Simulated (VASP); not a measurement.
Set up this calculation in VASP 6.6.1, as the native input.

| Item | Value |
| --- | --- |
| Task | single point |
| Functional | PBE |
| Dispersion | D3(BJ) |
| Potentials or basis | VASP PAW PBE potentials, release 64 (Pb_d, Se) |
| Cutoff | 520 eV |
| k mesh | 6 × 6 × 6 |
| Occupations | fermi-dirac, width 0.02 eV |
| Spin | no spin polarisation |
| Dipole correction | no |
| Further INCAR settings | ALGO = Normal; EDIFF = 1e-06; NBANDS = 17 |

The structure of PbSe (Clausthalite) lies in POSCAR:

```
PbSe
1.0
    0.0000000000      3.0661043214      3.0661043214
    3.0661043214      0.0000000000      3.0661043214
    3.0661043214      3.0661043214      0.0000000000
Pb Se
1 1
Direct
    0.0000000000      0.0000000000      0.0000000000
    0.5000000000      0.5000000000      0.5000000000
```

These files were run (other wordings do the same):

INCAR

```
SYSTEM = PbSe
  ALGO = Normal
  EDIFF = 1E-6
  ENCUT = 520
  GGA = PE
  ISIF = 2
  ISMEAR = -1
  IVDW = 12
  LASPH = .True.
  LCHARG = .False.
  LREAL = .False.
  LWAVE = .False.
  NBANDS = 17
  NELM = 100
  PREC = Accurate
  SIGMA = 0.02
```

KPOINTS

```
k-points
0
Gamma
  6 6 6
  0 0 0
```

Potentials or basis: VASP PAW PBE potentials, release 64 (Pb_d, Se).

Command:

```console
$ cat potpaw_PBE.64/Pb_d/POTCAR potpaw_PBE.64/Se/POTCAR > POTCAR
$ mpirun -np 1 vasp_std > vasp.out
```

It gave:

* Pressure: 0.0 GPa
* Band gap on the k mesh: 0.31 eV, direct
* Dispersion energy per atom: -0.366 eV

Caveat: spin-orbit coupling is left out, which moves the levels of the heavy elements.

It took 7 s on 1 thread of AMD EPYC 9R45 (Zen 5), with other jobs on the host, peak memory 0.15 GiB.
